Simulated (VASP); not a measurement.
# Sb (P6_3/mmc) in VASP: further runs

Sb is run at these levels: PBEsol; tasks: single point.

All numbers are computed with VASP 6.6.1; they aren't measurements. Logs are shortened: lines on timing, memory, paths and dates and some standing lists are left out, and cuts for length are marked.

### 1 The cell of the first run

Symmetry: P6_3/mmc, No. 194, hexagonal system. The conventional cell has a = 3.084 Å, b = 3.084 Å, c = 5.086 Å, α = 90.00°, β = 90.00°, γ = 120.00°. Within 4.1 Å of Sb (site symmetry -6m2) lie 12 Sb at 3.08 to 3.10 Å.

### 2 Single point, PBEsol

Input file INCAR:

```
SYSTEM = Sb
PREC = Accurate
ENCUT = 500
EDIFF = 1E-6
ISMEAR = 0
SIGMA = 0.1
LREAL = .FALSE.
LASPH = .TRUE.
NELM = 120
ALGO = Normal
ISIF = 2
LWAVE = .FALSE.
LCHARG = .TRUE.
GGA = PS
LELF = .TRUE.
LVHAR = .TRUE.
NBANDS = 12
GGA_COMPAT = .FALSE.
```

Input file KPOINTS:

```
Automatic mesh
0
G
  15 15 8
  0 0 0
```

Input file POSCAR:

```
Sb
1.0
    3.0842268329      0.0000000000      0.0000000000
   -1.5421134165      2.6710187883      0.0000000000
    0.0000000000      0.0000000000      5.0861792886
Sb
2
Direct
    0.3333333333      0.6666666667      0.2500000000
    0.6666666667      0.3333333333      0.7500000000
```

Potentials or basis: VASP PAW PBE potentials, release 64 (Sb).

Run with:

```sh
$ cat potpaw_PBE.64/Sb/POTCAR > POTCAR
$ mpirun -np 1 vasp_std > vasp.out
```

OUTCAR:

```text
SYSTEM = Sb
   PREC = Accurate
   ENCUT = 500
   EDIFF = 1E-6
   ISMEAR = 0
   LREAL = .FALSE.
   LASPH = .TRUE.
   NELM = 120
   ISIF = 2
   GGA = PS

 ion  position               nearest neighbor table
   1  0.333  0.667  0.250-   2 3.10   2 3.10   2 3.10   2 3.10   2 3.10   2 3.10
   2  0.667  0.333  0.750-   1 3.10   1 3.10   1 3.10   1 3.10   1 3.10   1 3.10

  LATTYP: Found a hexagonal cell.
 ALAT       =     3.0842268329
 C/A-ratio  =     1.6490937808

  Lattice vectors:

 A1 = (   3.0842268329,   0.0000000000,   0.0000000000)
 A2 = (  -1.5421134165,   2.6710187883,   0.0000000000)
 A3 = (   0.0000000000,   0.0000000000,   5.0861792886)

Analysis of symmetry for initial positions (statically):
=====================================================================
 Subroutine PRICEL returns:
 Original cell was already a primitive cell.

 Routine SETGRP: Setting up the symmetry group for a
 hexagonal supercell.

 Subroutine GETGRP returns: Found 24 space group operations
 (whereof 12 operations were pure point group operations)
 out of a pool of 24 trial point group operations.

The static configuration has the point symmetry D_3d.
 The point group associated with its full space group is D_6h.

Analysis of symmetry for dynamics (positions and initial velocities):
=====================================================================
 Subroutine PRICEL returns:
 Original cell was already a primitive cell.

 Routine SETGRP: Setting up the symmetry group for a
 hexagonal supercell.

 Subroutine GETGRP returns: Found 24 space group operations
 (whereof 12 operations were pure point group operations)
 out of a pool of 24 trial point group operations.

The dynamic configuration has the point symmetry D_3d.
 The point group associated with its full space group is D_6h.

 Subroutine INISYM returns: Found 24 space group operations
 (whereof 12 operations are pure point group operations),
 and found     1 'primitive' translations

----------------------------------------------------------------------------------------

                                     Primitive cell

  volume of cell :      41.9001

  direct lattice vectors                    reciprocal lattice vectors
     3.084226833  0.000000000  0.000000000     0.324230368  0.187194490  0.000000000
    -1.542113416  2.671018788  0.000000000     0.000000000  0.374388980  0.000000000
     0.000000000  0.000000000  5.086179289     0.000000000  0.000000000  0.196611237

  length of vectors
     3.084226833  3.084226833  5.086179289     0.374388980  0.374388980  0.196611237

  position of ions in fractional coordinates (direct lattice)
     0.333333333  0.666666667  0.250000000
     0.666666667  0.333333333  0.750000000

  ion indices of the primitive-cell ions
   primitive index   ion index
                 1           1
                 2           2

----------------------------------------------------------------------------------------

 KPOINTS: Automatic mesh

Automatic generation of k-mesh.
 Grid dimensions read from file:
 generate k-points for:   15   15    8

 Generating k-lattice:

  Cartesian coordinates                     Fractional coordinates (reciprocal lattice)
     0.021615358  0.012479633  0.000000000     0.066666667  0.000000000  0.000000000
     0.000000000  0.024959265  0.000000000     0.000000000  0.066666667  0.000000000
     0.000000000  0.000000000  0.024576405     0.000000000  0.000000000  0.125000000

  Length of vectors
     0.024959265  0.024959265  0.024576405

  Shift w.r.t. Gamma in fractional coordinates (k-lattice)
     0.000000000  0.000000000  0.000000000

 Subroutine IBZKPT returns following result:
 ===========================================

 Found    135 irreducible k-points:

 Following reciprocal coordinates:
            Coordinates               Weight
  0.000000  0.000000  0.000000      1.000000
  0.066667  0.000000  0.000000      6.000000
  0.133333 -0.000000  0.000000      6.000000
  0.200000  0.000000  0.000000      6.000000
  0.266667 -0.000000  0.000000      6.000000
  0.333333  0.000000  0.000000      6.000000
[... 16 lines left out ...]
  0.333333  0.200000  0.000000     12.000000
  0.400000  0.200000  0.000000      6.000000
 [... further k-points ...]
   k-points           NKPTS =    135   k-points in BZ     NKDIM =    135   number of bands    NBANDS=     12
   number of dos      NEDOS =    301   number of ions     NIONS =      2
   total plane-waves  NPLWV =  23040
   dimension x,y,z NGX =    24 NGY =   24 NGZ =   40
   dimension x,y,z NGXF=    48 NGYF=   48 NGZF=   80
   ions per type =               2
   NGX,Y,Z   is equivalent  to a cutoff of  12.94, 12.94, 13.07 a.u.
   NGXF,Y,Z  is equivalent  to a cutoff of  25.87, 25.87, 26.15 a.u.
 SYSTEM =  Sb
   PREC   = accura    normal or accurate (medium, high low for compatibility)
   ISTART =      0    job   : 0-new  1-cont  2-samecut
   ICHARG =      2    charge: 1-file 2-atom 10-const
   ISPIN  =      1    spin polarized calculation?
   LNONCOLLINEAR =      F non collinear calculations
   LSORBIT =      F    spin-orbit coupling
   LASPH  =      T    aspherical Exc in radial PAW
   ENCUT  =  500.0 eV  36.75 Ry    6.06 a.u.   5.62  5.62  9.27*2*pi/ulx,y,z
   NELM   =    120;   NELMIN=  2; NELMDL= -5     # of ELM steps
   EDIFF  = 0.1E-05   stopping-criterion for ELM
   LREAL  =      F    real-space projection
   EDIFFG = 0.1E-04   stopping-criterion for IOM
   NSW    =      0    number of steps for IOM
   IBRION =     -1    ionic relax: 0-MD 1-quasi-New 2-CG
   NFREE  =      0    steps in history (QN), initial steepest desc. (CG)
   ISIF   =      2    stress and relaxation
   ISYM   =      2    0-nonsym 1-usesym 2-fastsym
   POTIM  = 0.5000    time-step for ionic-motion
   TEBEG  =    0.0;   TEEND  =   0.0 temperature during run
   PSTRESS=    0.0 pullay stress
   NELECT =      10.0000    total number of electrons
   NUPDOWN=      -1.0000    fix difference up-down
   EMIN   =  10.00;   EMAX   =-10.00  energy-range for DOS
   EFERMI =   0.00;   METHOD = LEGACY
   ISMEAR =     0;   SIGMA  =   0.10  broadening in eV -4-tet -1-fermi 0-gaus
   EFERMI_NEDOS =   21; number of points for ismear=-14 and -15
   IALGO  =     38    algorithm
   IMIX   =      4    mixing-type and parameters
     AMIX     =   0.40;   BMIX     =  1.00
     AMIX_MAG =   1.60;   BMIX_MAG =  1.00
  volume/ion in A,a.u.               =      20.95       141.38
  Fermi-wavevector in a.u.,A,eV,Ry     =   1.015476  1.918972 14.030225  1.031192
  Thomas-Fermi vector in A             =   2.148765
   LORBIT       =      0    0 simple, 1 ext, 2 COOP (PROOUT), +10 PAW based schemes
   GGA     = PS    functional components
   LHFCALC =     F    Hartree Fock is set to
   AEXX    =    0.0000 exact exchange contribution
   IVDW    =     0    specifies the selected vdW correction
   LEPSILON=     F    determine dielectric tensor
   LRPA    =     F    only Hartree local field effects (RPA)
 non-spin polarized calculation
 Gauss-broadening in eV      SIGMA  =   0.10
  energy-cutoff  :      500.00
  volume of cell :       41.90
 maximum number of plane-waves:      1099
 NGX is ok and might be reduce to    24
   NGX = 11   NGY = 11   NGZ = 19

 number of electron      10.0000000 magnetization

 Free energy of the ion-electron system (eV)
  ---------------------------------------------------
  ext. energy  EPLUGINS =         0.00000000
  ---------------------------------------------------
  free energy    TOTEN  =        -8.01706021 eV

  energy without entropy =       -8.01230177  energy(sigma->0) =       -8.01468099

 E-fermi :  12.1298     XC(G=0): -11.4514

 val. band max:       12.1277028305   @ k =   0.3333   0.2000   0.2500
 cond. band min:      12.1617259058   @ k =   0.1333   0.1333   0.3750
 fundamental gap:      0.0340230753
 Fermi energy:        12.1298349593

 k-point     1 :       0.0000    0.0000    0.0000
  band No.  band energies     occupation
      1      -3.1576      2.00000
      2       2.0454      2.00000
      3       4.3983      2.00000
      4      17.0527      0.00000
      5      17.0527      0.00000
      6      19.1526      0.00000
      7      19.1526      0.00000
      8      19.3305      0.00000
      9      21.0848      0.00000
     10      21.2585      0.00000
     11      23.4016      0.00000
     12      23.4016      0.00000

 k-point     2 :       0.0667    0.0000    0.0000
  band No.  band energies     occupation
      1      -3.0588      2.00000
      2       2.1370      2.00000
      3       4.5024      2.00000
      4      15.8742      0.00000
      5      16.5439      0.00000
      6      18.6093      0.00000
      7      19.2751      0.00000
      8      19.4434      0.00000
      9      21.1747      0.00000
     10      21.6990      0.00000
     11      22.9995      0.00000
     12      23.1515      0.00000

 k-point     3 :       0.1333   -0.0000    0.0000
  band No.  band energies     occupation
      1      -2.7622      2.00000
      2       2.4112      2.00000
      3       4.8131      2.00000
      4      13.7235      0.00000
      5      15.6083      0.00000
      6      17.4365      0.00000
      7      18.8818      0.00000
      8      19.4951      0.00000
      9      19.7667      0.00000
     10      21.8990      0.00000
     11      22.5892      0.00000
     12      23.2919      0.00000
[... 286 lines left out ...]
 k-point    23 :       0.3333    0.2000    0.0000
  band No.  band energies     occupation
      1       1.5689      2.00000
      2       4.3998      2.00000
      3       7.1227      2.00000
      4       8.4866      2.00000
      5       9.0523      2.00000
      6      10.3942      2.00000
      7      12.3360      0.00354
      8      13.2209      0.00000
      9      16.4412      0.00000
     10      21.6626      0.00000
     11      25.1892      0.00000
     12      25.9741      0.00000

 k-point    24 :       0.4000    0.2000    0.0000
  band No.  band energies     occupation
      1       2.4094      2.00000
      2       3.5780      2.00000
      3       7.3438      2.00000
      4       8.9054      2.00000
      5       9.2540      2.00000
      6       9.6944      2.00000
      7      11.5931      2.00000
      8      13.1074      0.00000
      9      16.3018      0.00000
     10      21.5939      0.00000
     11      25.7836      0.00000
     12      26.0986      0.00000

 [... further k-points ...]
[... 5 lines left out ...]
  --------------------------------------------------------------------------------------
  -------------------------------------------------------------------------------------
  Total        6.6418127      6.6418127      6.6402516     -0.0000000     -0.0000000      0.0000000
  in kB      253.9699247    253.9699247    253.9102303     -0.0000000     -0.0000000      0.0000000
  external PRESSURE =     253.9500266 kB  Pullay stress =       0.0000000 kB

 VOLUME and BASIS-vectors are now :
 -----------------------------------------------------------------------------
  energy-cutoff  :      500.00
  volume of cell :       41.90
      direct lattice vectors                 reciprocal lattice vectors
     3.084226833  0.000000000  0.000000000     0.324230368  0.187194490  0.000000000
    -1.542113416  2.671018788  0.000000000     0.000000000  0.374388980  0.000000000
     0.000000000  0.000000000  5.086179289     0.000000000  0.000000000  0.196611237

 POSITION                                       TOTAL-FORCE (eV/Angst)
 -----------------------------------------------------------------------------------
     -0.00000      1.78068      1.27154         0.000000     -0.000000      0.000000
      1.54211      0.89034      3.81463         0.000000      0.000000      0.000000
 -----------------------------------------------------------------------------------
    total drift:                               -0.000000      0.000000     -0.000000

  FREE ENERGIE OF THE ION-ELECTRON SYSTEM (eV)
  ---------------------------------------------------
  free  energy   TOTEN  =        -8.0170602051 eV

  energy  without entropy=       -8.0123017690  energy(sigma->0) =       -8.01468099
```

It took 60 s on 1 thread of Intel Xeon 8259CL, shared host; peak memory 0.2 GiB.

Results:

```
Free energy            : -8.0171 eV
Pressure               : 25.4 GPa
Band gap on the k mesh : zero (band 5 reaches 18.16 eV, above the bottom of band 6 at 7.65 eV)
```

Levels at points of the mesh, in eV from the Fermi level:
```csv
k point,band 1,band 2,band 3,band 4,band 5,band 6,band 7,band 8,band 9,band 10
"(0.00, 0.00, 0.00)",-15.29,-10.08,-7.73,4.92,4.92,7.02,7.02,7.20,8.95,9.13
"(0.00, 0.00, 0.50)",-13.76,-13.76,-1.02,-1.02,6.03,6.03,6.03,6.03,9.45,9.45
```

Caveat: the PAW data sets were made with another functional, which shifts forces and pressure a little; spin-orbit coupling is left out, which moves the levels of the heavy elements.

### 3 Single point, PBEsol

This run uses another cell than the first one, of 22.94 Å³/atom, 1.095 times its volume.

Input file INCAR:

```
SYSTEM = Sb
  PREC = Accurate
  ENCUT = 500
  EDIFF = 1E-6
  ISMEAR = 0
  SIGMA = 0.1
  LREAL = .False.
  LASPH = .True.
  NELM = 120
  ALGO = Normal
  ISIF = 2
  LWAVE = .False.
  LCHARG = .False.
  GGA = PS
  NBANDS = 12
  GGA_COMPAT = .False.
```

Input file KPOINTS:

```
Automatic mesh
0
Gamma
  15 15 8
  0 0 0
```

Input file POSCAR:

```
Sb
1.0
    3.1801906262      0.0000000000      0.0000000000
   -1.5900953131      2.7541258711      0.0000000000
    0.0000000000      0.0000000000      5.2372411184
Sb
2
Direct
    0.3333333333      0.6666666667      0.2500000000
    0.6666666667      0.3333333333      0.7500000000
```

Potentials or basis: VASP PAW PBE potentials, release 64 (Sb).

Run with:

```sh
$ cat potpaw_PBE.64/Sb/POTCAR > POTCAR
$ mpirun -np 1 vasp_std > vasp.out
```

It took 57 s on 1 thread of Intel Xeon 8259CL, shared host; peak memory 0.2 GiB.

It converged, with:

```yaml
Free_energy: -8.4698 eV
Pressure: 12.1 GPa
Band_gap_on_the_k_mesh: zero (band 5 reaches 16.10 eV, above the bottom of band 6 at 6.67 eV)
```

Levels at points of the mesh, in eV from the Fermi level:
| k point | band 2 | band 3 | band 4 | band 5 | band 6 | band 7 | band 8 | band 9 |
| --- | --- | --- | --- | --- | --- | --- | --- | --- |
| (0.00, 0.00, 0.00) | -9.75 | -7.01 | 4.42 | 4.42 | 6.35 | 6.35 | 6.48 | 8.54 |
| (0.00, 0.00, 0.50) | -12.96 | -0.97 | -0.97 | 5.41 | 5.41 | 5.41 | 5.41 | 9.28 |

Caveat: the PAW data sets were made with another functional, which shifts forces and pressure a little; spin-orbit coupling is left out, which moves the levels of the heavy elements.

### 4 Single point, PBEsol

This run uses another cell than the first one, of 24.83 Å³/atom, 1.185 times its volume.

Input file INCAR:

```
  PREC = Accurate
  ENCUT = 500
  EDIFF = 1E-6
  ISMEAR = 0
  SIGMA = 0.1
  LREAL = F
  LASPH = T
  NELM = 120
  ALGO = Normal
  ISIF = 2
  LWAVE = F
  LCHARG = F
  GGA = PS
  NBANDS = 12
  GGA_COMPAT = F
```

Input file KPOINTS:

```
regular mesh
0
Gamma
  15 15 8
```

Input file POSCAR:

```
Sb
1.0
    3.2656531307      0.0000000000      0.0000000000
   -1.6328265654      2.8281385712      0.0000000000
    0.0000000000      0.0000000000      5.3770880306
Sb
2
Direct
    0.3333333333      0.6666666667      0.2500000000
    0.6666666667      0.3333333333      0.7500000000
```

Potentials or basis: VASP PAW PBE potentials, release 64 (Sb).

Run with:

```sh
$ cat potpaw_PBE.64/Sb/POTCAR > POTCAR
$ mpirun -np 1 vasp_std > vasp.out
```

OUTCAR:

```text
PREC = Accurate
   ENCUT = 500
   EDIFF = 1E-6
   ISMEAR = 0
   LREAL = F
   LASPH = T
   NELM = 120
   ISIF = 2
   GGA = PS

 ion  position               nearest neighbor table
   1  0.333  0.667  0.250-   2 3.28   2 3.28   2 3.28   2 3.28   2 3.28   2 3.28
   2  0.667  0.333  0.750-   1 3.28   1 3.28   1 3.28   1 3.28   1 3.28   1 3.28

  LATTYP: Found a hexagonal cell.
 ALAT       =     3.2656531307
 C/A-ratio  =     1.6465582275

  Lattice vectors:

[... 539 lines left out ...]
      5       7.1547      2.00000
      6       7.5755      2.00000
      7       9.2696      1.99933
      8      10.2381      0.00000
      9      13.8769      0.00000
     10      18.2781      0.00000
     11      21.7496      0.00000
     12      22.2589      0.00000

 [... further k-points ...]
[... 5 lines left out ...]
  --------------------------------------------------------------------------------------
  -------------------------------------------------------------------------------------
  Total        1.2500414      1.2500414      1.2452648     -0.0000000     -0.0000000     -0.0000000
  in kB       40.3289662     40.3289662     40.1748632     -0.0000000     -0.0000000     -0.0000000
  external PRESSURE =      40.2775986 kB  Pullay stress =       0.0000000 kB

 VOLUME and BASIS-vectors are now :
 -----------------------------------------------------------------------------
  energy-cutoff  :      500.00
  volume of cell :       49.66
      direct lattice vectors                 reciprocal lattice vectors
     3.265653131  0.000000000  0.000000000     0.306217458  0.176794732  0.000000000
    -1.632826565  2.828138571  0.000000000     0.000000000  0.353589463  0.000000000
     0.000000000  0.000000000  5.377088031     0.000000000  0.000000000  0.185974266

 POSITION                                       TOTAL-FORCE (eV/Angst)
 -----------------------------------------------------------------------------------
     -0.00000      1.88543      1.34427        -0.000000     -0.000000      0.000000
      1.63283      0.94271      4.03282         0.000000      0.000000      0.000000
 -----------------------------------------------------------------------------------
    total drift:                               -0.000000      0.000000      0.000000

  FREE ENERGIE OF THE ION-ELECTRON SYSTEM (eV)
  ---------------------------------------------------
  free  energy   TOTEN  =        -8.6547461283 eV

  energy  without entropy=       -8.6476236435  energy(sigma->0) =       -8.65118489
```

It took 52 s on 1 thread of Intel Xeon 8259CL, shared host; peak memory 0.2 GiB.

Results:

```yaml
Free_energy: -8.6547 eV
Pressure: 4.0 GPa
Band_gap_on_the_k_mesh: zero (band 5 reaches 14.42 eV, above the bottom of band 6 at 5.88 eV)
```

Caveat: the PAW data sets were made with another functional, which shifts forces and pressure a little; spin-orbit coupling is left out, which moves the levels of the heavy elements.

### 5 The runs side by side

| cell | gap on the mesh (eV) | pressure (GPa) |
| --- | --- | --- |
| a = 3.084, b = 3.084, c = 5.086 Å, angles 90.0, 90.0, 120.0°, 2 atoms | none | 25.4 |
| a = 3.180, b = 3.180, c = 5.237 Å, angles 90.0, 90.0, 120.0°, 2 atoms | none | 12.1 |
| a = 3.266, b = 3.266, c = 5.377 Å, angles 90.0, 90.0, 120.0°, 2 atoms | none | 4.0 |

Alike in all rows: task single point; level PBEsol; potentials or basis VASP PAW PBE potentials, release 64 (Sb); no spin polarisation; k mesh 15 × 15 × 8; cutoff (eV) 500; smearing gaussian 0.1 eV.

Caveats: the PAW data sets were made with another functional, which shifts forces and pressure a little; spin-orbit coupling is left out, which moves the levels of the heavy elements.

Absolute energies hang on the potentials; compare differences alone.
